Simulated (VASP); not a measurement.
# BN (P6_3mc) in VASP: further runs

Aim: see how the results for BN move with the level of theory and the settings. Levels: PBE+D3(BJ)+U, LDA+U, PBE+U. Tasks: single point.

Program: VASP 6.6.1. These are calculated values, not measurements. Logs are shortened: lines on timing, memory, paths and dates and some standing lists are left out, and cuts for length are marked.

**1. The cell of the first run**

It takes space group P6_3mc (No. 186, hexagonal). The conventional cell has a = 2.554 Å, b = 2.554 Å, c = 4.227 Å, α = 90.00°, β = 90.00°, γ = 120.00°. Within 2.1 Å of B (site symmetry 3m) lie 4 N at 1.57 to 1.58 Å. Within 2.1 Å of N (site symmetry 3m) lie 4 B at 1.57 to 1.58 Å.

**2. Single point, PBE+D3(BJ)+U**

Contents of INCAR:

```
PREC = Accurate ; ENCUT = 600
EDIFF = 1E-6 ; ISMEAR = 0
SIGMA = 0.1 ; LREAL = False
LASPH = True ; NELM = 200
ALGO = Normal ; ISIF = 2
LWAVE = False ; LCHARG = False
LDAU = True ; LDAUTYPE = 2
LDAUL = -1 1 ; LDAUU = 0 2.2
LDAUJ = 0 0 ; LDAUPRINT = 1
GGA = PE ; IVDW = 12
NBANDS = 16 ; GGA_COMPAT = False
```

Contents of KPOINTS:

```
regular mesh
0
Gamma
  3 3 1
```

Contents of POSCAR:

```
BN
1.0
    2.5539396017      0.0000000000      0.0000000000
   -1.2769698009      2.2117765748      0.0000000000
    0.0000000000      0.0000000000      4.2268550000
B N
2 2
Direct
    0.6666666667      0.3333333333      0.9997240000
    0.3333333333      0.6666666667      0.4997240000
    0.6666666667      0.3333333333      0.6252760000
    0.3333333333      0.6666666667      0.1252760000
```

Potentials or basis: VASP PAW PBE potentials, release 64 (B, N).

Run with:

```bash
$ cat potpaw_PBE.64/B/POTCAR potpaw_PBE.64/N/POTCAR > POTCAR
$ mpirun -np 1 vasp_std > vasp.out
```

OUTCAR:

```text
PREC = Accurate
   ENCUT = 600
   EDIFF = 1E-6
   ISMEAR = 0
   LREAL = False
   LASPH = True
   NELM = 200
   ISIF = 2
   GGA = PE
   IVDW = 12
 IVDW          = 12

 ion  position               nearest neighbor table
   1  0.667  0.333  1.000-   4 1.57   4 1.57   4 1.57   3 1.58
   2  0.333  0.667  0.500-   3 1.57   3 1.57   3 1.57   4 1.58
   3  0.667  0.333  0.625-   2 1.57   2 1.57   2 1.57   1 1.58
   4  0.333  0.667  0.125-   1 1.57   1 1.57   1 1.57   2 1.58

  LATTYP: Found a hexagonal cell.
 ALAT       =     2.5539396017
 C/A-ratio  =     1.6550332659

  Lattice vectors:

 A1 = (   2.5539396017,   0.0000000000,   0.0000000000)
 A2 = (  -1.2769698009,   2.2117765748,   0.0000000000)
 A3 = (   0.0000000000,   0.0000000000,   4.2268550000)

Analysis of symmetry for initial positions (statically):
=====================================================================
 Subroutine PRICEL returns:
 Original cell was already a primitive cell.

 Routine SETGRP: Setting up the symmetry group for a
 hexagonal supercell.

 Subroutine GETGRP returns: Found 12 space group operations
 (whereof  6 operations were pure point group operations)
 out of a pool of 24 trial point group operations.

The static configuration has the point symmetry C_3v.
 The point group associated with its full space group is C_6v.

Analysis of symmetry for dynamics (positions and initial velocities):
=====================================================================
 Subroutine PRICEL returns:
 Original cell was already a primitive cell.

 Routine SETGRP: Setting up the symmetry group for a
 hexagonal supercell.

 Subroutine GETGRP returns: Found 12 space group operations
 (whereof  6 operations were pure point group operations)
 out of a pool of 24 trial point group operations.

The dynamic configuration has the point symmetry C_3v.
 The point group associated with its full space group is C_6v.

 Subroutine INISYM returns: Found 12 space group operations
 (whereof  6 operations are pure point group operations),
 and found     1 'primitive' translations

----------------------------------------------------------------------------------------

                                     Primitive cell

  volume of cell :      23.8764

  direct lattice vectors                    reciprocal lattice vectors
     2.553939602  0.000000000  0.000000000     0.391551938  0.226062617  0.000000000
    -1.276969801  2.211776575  0.000000000     0.000000000  0.452125233  0.000000000
     0.000000000  0.000000000  4.226855000     0.000000000  0.000000000  0.236582518

  length of vectors
     2.553939602  2.553939602  4.226855000     0.452125233  0.452125233  0.236582518

  position of ions in fractional coordinates (direct lattice)
     0.666666667  0.333333333  0.999724000
     0.333333333  0.666666667  0.499724000
     0.666666667  0.333333333  0.625276000
     0.333333333  0.666666667  0.125276000

  ion indices of the primitive-cell ions
   primitive index   ion index
                 1           1
                 2           2
                 3           3
                 4           4

----------------------------------------------------------------------------------------

 KPOINTS: regular mesh

Automatic generation of k-mesh.
 Grid dimensions read from file:
 generate k-points for:    3    3    1

 Generating k-lattice:

  Cartesian coordinates                     Fractional coordinates (reciprocal lattice)
     0.130517313  0.075354206  0.000000000     0.333333333  0.000000000  0.000000000
     0.000000000  0.150708411  0.000000000     0.000000000  0.333333333  0.000000000
     0.000000000  0.000000000  0.236582518     0.000000000  0.000000000  1.000000000

  Length of vectors
     0.150708411  0.150708411  0.236582518

  Shift w.r.t. Gamma in fractional coordinates (k-lattice)
     0.000000000  0.000000000  0.000000000

 Subroutine IBZKPT returns following result:
 ===========================================

 Found      3 irreducible k-points:

 Following reciprocal coordinates:
            Coordinates               Weight
  0.000000  0.000000  0.000000      1.000000
  0.333333  0.000000  0.000000      6.000000
  0.333333  0.333333  0.000000      2.000000
   k-points           NKPTS =      3   k-points in BZ     NKDIM =      3   number of bands    NBANDS=     16
   number of dos      NEDOS =    301   number of ions     NIONS =      4
   total plane-waves  NPLWV =  14400
   dimension x,y,z NGX =    20 NGY =   20 NGZ =   36
   dimension x,y,z NGXF=    40 NGYF=   40 NGZF=   72
   ions per type =               2   2
   NGX,Y,Z   is equivalent  to a cutoff of  13.02, 13.02, 14.16 a.u.
   NGXF,Y,Z  is equivalent  to a cutoff of  26.04, 26.04, 28.32 a.u.
 SYSTEM =  unknown system
   PREC   = accura    normal or accurate (medium, high low for compatibility)
   ISTART =      0    job   : 0-new  1-cont  2-samecut
   ICHARG =      2    charge: 1-file 2-atom 10-const
   ISPIN  =      1    spin polarized calculation?
   LNONCOLLINEAR =      F non collinear calculations
   LSORBIT =      F    spin-orbit coupling
   LASPH  =      T    aspherical Exc in radial PAW
   ENCUT  =  600.0 eV  44.10 Ry    6.64 a.u.   5.10  5.10  8.44*2*pi/ulx,y,z
   NELM   =    200;   NELMIN=  2; NELMDL= -5     # of ELM steps
   EDIFF  = 0.1E-05   stopping-criterion for ELM
   LREAL  =      F    real-space projection
   EDIFFG = 0.1E-04   stopping-criterion for IOM
   NSW    =      0    number of steps for IOM
   IBRION =     -1    ionic relax: 0-MD 1-quasi-New 2-CG
   NFREE  =      0    steps in history (QN), initial steepest desc. (CG)
   ISIF   =      2    stress and relaxation
   ISYM   =      2    0-nonsym 1-usesym 2-fastsym
   POTIM  = 0.5000    time-step for ionic-motion
   TEBEG  =    0.0;   TEEND  =   0.0 temperature during run
   PSTRESS=    0.0 pullay stress
   NELECT =      16.0000    total number of electrons
   NUPDOWN=      -1.0000    fix difference up-down
   EMIN   =  10.00;   EMAX   =-10.00  energy-range for DOS
   EFERMI =   0.00;   METHOD = LEGACY
   ISMEAR =     0;   SIGMA  =   0.10  broadening in eV -4-tet -1-fermi 0-gaus
   EFERMI_NEDOS =   21; number of points for ismear=-14 and -15
   IALGO  =     38    algorithm
   IMIX   =      4    mixing-type and parameters
     AMIX     =   0.40;   BMIX     =  1.00
     AMIX_MAG =   1.60;   BMIX_MAG =  1.00
  volume/ion in A,a.u.               =       5.97        40.28
  Fermi-wavevector in a.u.,A,eV,Ry     =   1.432600  2.707222 27.923836  2.052344
  Thomas-Fermi vector in A             =   2.552210
   LORBIT       =      0    0 simple, 1 ext, 2 COOP (PROOUT), +10 PAW based schemes
 LDA+U is selected, type is set to LDAUTYPE =  2
   angular momentum for each species LDAUL =    -1    1
   U (eV)           for each species LDAUU =   0.0  2.2
   J (eV)           for each species LDAUJ =   0.0  0.0
   GGA     = PE    functional components
   LHFCALC =     F    Hartree Fock is set to
   AEXX    =    0.0000 exact exchange contribution
   IVDW    =    12    specifies the selected vdW correction
   LEPSILON=     F    determine dielectric tensor
   LRPA    =     F    only Hartree local field effects (RPA)
 non-spin polarized calculation
 Gauss-broadening in eV      SIGMA  =   0.10
  energy-cutoff  :      600.00
  volume of cell :       23.88
 maximum number of plane-waves:       805
   NGX = 11   NGY = 11   NGZ = 17

 number of electron      16.0000003 magnetization

 Free energy of the ion-electron system (eV)
  ---------------------------------------------------
  ext. energy  EPLUGINS =         0.00000000
  ---------------------------------------------------
  free energy    TOTEN  =       -31.28605243 eV

  energy without entropy =      -31.28605243  energy(sigma->0) =      -31.28605243

 E-fermi :   8.0242     XC(G=0): -12.7463

 val. band max:        7.5425540775   @ k =   0.0000   0.0000   0.0000
 cond. band min:      12.6556589267   @ k =   0.3333   0.3333   0.0000
 fundamental gap:      5.1131048492
 Fermi energy:         8.0241883257

 k-point     1 :       0.0000    0.0000    0.0000
  band No.  band energies     occupation
      1     -12.8209      2.00000
      2      -8.7042      2.00000
      3      -3.3422      2.00000
      4       5.4217      2.00000
      5       5.4217      2.00000
      6       7.2853      2.00000
      7       7.5426      2.00000
      8       7.5426      2.00000
      9      15.7761      0.00000
     10      15.7761      0.00000
     11      15.9894      0.00000
     12      16.8627      0.00000
     13      18.1101      0.00000
     14      19.2866      0.00000
     15      19.2866      0.00000
     16      23.6326      0.00000

 k-point     2 :       0.3333    0.0000    0.0000
  band No.  band energies     occupation
      1     -10.5406      2.00000
      2      -7.3125      2.00000
      3      -1.1141      2.00000
      4      -0.6488      2.00000
      5       2.0139      2.00000
      6       3.1170      2.00000
      7       4.9145      2.00000
      8       5.8906      2.00000
      9      14.3922      0.00000
     10      16.2899      0.00000
     11      17.8696      0.00000
     12      18.8166      0.00000
     13      19.3425      0.00000
     14      22.6745      0.00000
     15      23.1457      0.00000
     16      23.7561      0.00000

 k-point     3 :       0.3333    0.3333    0.0000
  band No.  band energies     occupation
      1      -7.5645      2.00000
      2      -7.5645      2.00000
      3      -1.6462      2.00000
      4       0.3337      2.00000
      5       0.3337      2.00000
      6       2.1211      2.00000
      7       2.1352      2.00000
      8       2.1352      2.00000
      9      12.6557      0.00000
     10      20.8494      0.00000
     11      20.8494      0.00000
     12      21.3377      0.00000
     13      21.7494      0.00000
     14      21.7494      0.00000
     15      22.4833      0.00000
     16      22.4833      0.00000

------------------------ aborting loop because EDIFF is reached ----------------------------------------

 Edisp (eV)   -0.82790

 E8    (eV) :    -0.2448

  FORCE on cell =-STRESS in cart. coord.  units (eV):
  Direction    XX          YY          ZZ          XY          YZ          ZX
  --------------------------------------------------------------------------------------
  -------------------------------------------------------------------------------------
  Total       1.81467     1.81467    -3.79822    -0.00000     0.00000     0.00000
  in kB     121.76941   121.76941  -254.87157    -0.00000     0.00000     0.00000
  external pressure =       -3.78 kB  Pullay stress =        0.00 kB

 VOLUME and BASIS-vectors are now :
 -----------------------------------------------------------------------------
  energy-cutoff  :      600.00
  volume of cell :       23.88
      direct lattice vectors                 reciprocal lattice vectors
     2.553939602  0.000000000  0.000000000     0.391551938  0.226062617  0.000000000
    -1.276969801  2.211776575  0.000000000     0.000000000  0.452125233  0.000000000
     0.000000000  0.000000000  4.226855000     0.000000000  0.000000000  0.236582518

 POSITION                                       TOTAL-FORCE (eV/Angst)
 -----------------------------------------------------------------------------------
      1.27697      0.73726      4.22569        -0.000000      0.000000      1.309292
     -0.00000      1.47452      2.11226         0.000000      0.000000      1.309292
      1.27697      0.73726      2.64295         0.000000     -0.000000     -1.309292
     -0.00000      1.47452      0.52952        -0.000000      0.000000     -1.309292
 -----------------------------------------------------------------------------------
    total drift:                                0.000000      0.000000      0.000276

  FREE ENERGIE OF THE ION-ELECTRON SYSTEM (eV)
  ---------------------------------------------------
  free  energy   TOTEN  =       -32.1139572253 eV

  energy  without entropy=      -32.1139572253  energy(sigma->0) =      -32.11395723
```

Run time: 3 s. Hardware: 1 thread of Intel Xeon Platinum 8259CL at 2.50GHz (Skylake/Cascade Lake), shared host; peak memory 0.14 GiB.

What came out:

- Free energy: -32.1140 eV
- Pressure: -0.4 GPa
- Largest force: 1.309 eV/Å
- Band gap on the k mesh: 5.11 eV (least direct gap 8.23 eV)
- Dispersion energy per atom: -0.207 eV

Forces in eV/Å, atoms in the order of the input:
```
B    0.000  0.000  1.309
B    0.000  0.000  1.309
N    0.000  0.000 -1.309
N    0.000  0.000 -1.309
```

Caveat: the k points lie up to 1.49 Å⁻¹ apart; an odd mesh through Γ misses points on the zone boundary, where band edges can lie; forces of over 1 eV/Å act on the atoms, so gaps and moduli don't describe the material at rest.

[end of part 1 of 2]
